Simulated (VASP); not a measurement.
# Ga4P4H (a cell with a defect): relaxation of the atoms with PBE

Ga4P4H (a cell with a defect):

```
Ga P H
1.0
     0.00000   -5.50512    0.00000
     0.00000    0.00000    5.50512
    -5.50512    0.00000    0.00000
Ga P H
4 4 1
Direct
  0.00000 0.50000 0.50000
  0.50000 0.50000 0.00000
  0.00000 0.00000 0.00000
  0.50000 0.00000 0.50000
  0.25194 0.25194 0.25194
  0.74806 0.25194 0.74806
  0.25194 0.74806 0.74806
  0.74806 0.74806 0.25194
  0.50000 0.50000 0.50000
```

This cell differs from its parent crystal: with an interstitial atom.

| Item | Value |
| --- | --- |
| Program | VASP 6.6.1 |
| Task | relaxation of the atoms |
| Functional | PBE |
| Potentials or basis | VASP PAW PBE potentials, release 64 (Ga_d, P, H) |
| Cutoff | 520 eV |
| k mesh | 3 × 3 × 3 |
| Occupations | gaussian, width 0.01 eV |
| Spin | no spin polarisation |
| Dipole correction | no |
| Charge | -1 |
| Further INCAR settings | ALGO = Normal; EDIFF = 1e-07; IBRION = 2; EDIFFG = -0.025; NSW = 65; NELECT = 74.0 |

```
Energy gained by relaxing : 0.6 meV/atom
Ionic steps               : 3
```

The path:
| step | energy change (eV) | largest force (eV/Å) | pressure (GPa) |
| --- | --- | --- | --- |
| 1 | 0.0000 | 0.1529 | 9.98 |
| 2 | -0.0035 | 0.0872 | 10.01 |
| 3 | -0.0053 | 0.0016 | 10.03 |

Final structure:
```
CELL_PARAMETERS angstrom
0.00000 -5.50512 0.00000
0.00000 0.00000 5.50512
-5.50512 0.00000 0.00000
ATOMIC_POSITIONS crystal
Ga 0.00000 0.50000 0.50000
Ga 0.50000 0.50000 0.00000
Ga 0.00000 0.00000 0.00000
Ga 0.50000 0.00000 0.50000
P 0.25374 0.25374 0.25374
P 0.74626 0.25374 0.74626
P 0.25374 0.74626 0.74626
P 0.74626 0.74626 0.25374
H 0.50000 0.50000 0.50000
```

Levels at points of the mesh, in eV from the Fermi level:
| k point | band 33 | band 34 | band 35 | band 36 | band 37 | band 38 | band 39 | band 40 | band 41 | band 42 |
| --- | --- | --- | --- | --- | --- | --- | --- | --- | --- | --- |
| (0.00, 0.00, 0.00) | -3.83 | -2.40 | -1.23 | -1.23 | -1.23 | 0.32 | 0.35 | 0.35 | 0.35 | 0.60 |

Run time: 60 s on 1 thread of Intel(R) Xeon(R) Platinum 8488C (Sapphire Rapids) (shared host), peak memory 0.26 GiB.

Caveat: the cell carries a net charge on a neutralising background, which shifts energy and pressure; the cell differs from its parent crystal (with an interstitial atom); the cell is charged against a uniform background, so pressure and absolute levels hang on convention.
